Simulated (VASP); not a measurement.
# NiO2: single point with PBEsol

NiO2:

```
Ni O
1.0
     2.76565    0.00000    0.00000
    -1.38283    2.39513    0.00000
     0.00000    0.00000    5.03875
Ni O
1 2
Direct
  0.00000 0.00000 0.50000
  0.66667 0.33333 0.68766
  0.33333 0.66667 0.31234
```

This cell differs from its parent crystal: c/a of the conventional cell at fixed volume 1.8219.

```
Program                : VASP 6.6.1
Task                   : single point
Functional             : PBEsol
Potentials or basis    : VASP PAW PBE potentials, release 64 (Ni, O)
Cutoff                 : 520 eV
k mesh                 : 12 × 12 × 6
Occupations            : gaussian, width 0.05 eV
Spin                   : no spin polarisation
Dipole correction      : no
Further INCAR settings : ALGO = Normal; EDIFF = 1e-07; NBANDS = 18
```

| Quantity | Value |
| --- | --- |
| Pressure | 1.8 GPa |
| Largest force | 0.004 eV/Å |
| Band gap on the k mesh | 1.08 eV, indirect (least direct gap 1.31 eV) |

Forces in eV/Å, atoms in the order of the input:
```
Ni   0.000  0.000  0.000
O    0.000  0.000 -0.004
O    0.000  0.000  0.004
```

Stress tensor (GPa, compression positive):
```
 2.86  0.00  0.00
 0.00  2.86  0.00
 0.00  0.00 -0.29
```

Levels at points of the mesh, in eV from the valence-band top:
```tsv
k point	band 9	band 10	band 11	band 12	band 13	band 14
(0.00, 0.00, 0.00)	-1.00	-1.00	-0.31	2.35	2.35	7.64
(0.50, 0.00, 0.00)	-1.72	-1.66	-0.99	1.71	2.25	12.52
(0.00, 0.00, 0.50)	-1.01	-1.01	-0.10	2.36	2.36	9.52
(0.50, 0.00, 0.50)	-1.71	-1.68	-1.03	1.71	2.22	11.93
```

It took 2.2 min on 1 thread of AMD EPYC 7R13, with other jobs on the host, peak memory 0.17 GiB.

Caveat: the PAW data sets were made with another functional, which shifts forces and pressure a little. Spin polarisation is off, so any magnetic state and its effect on volume and gap are missing.
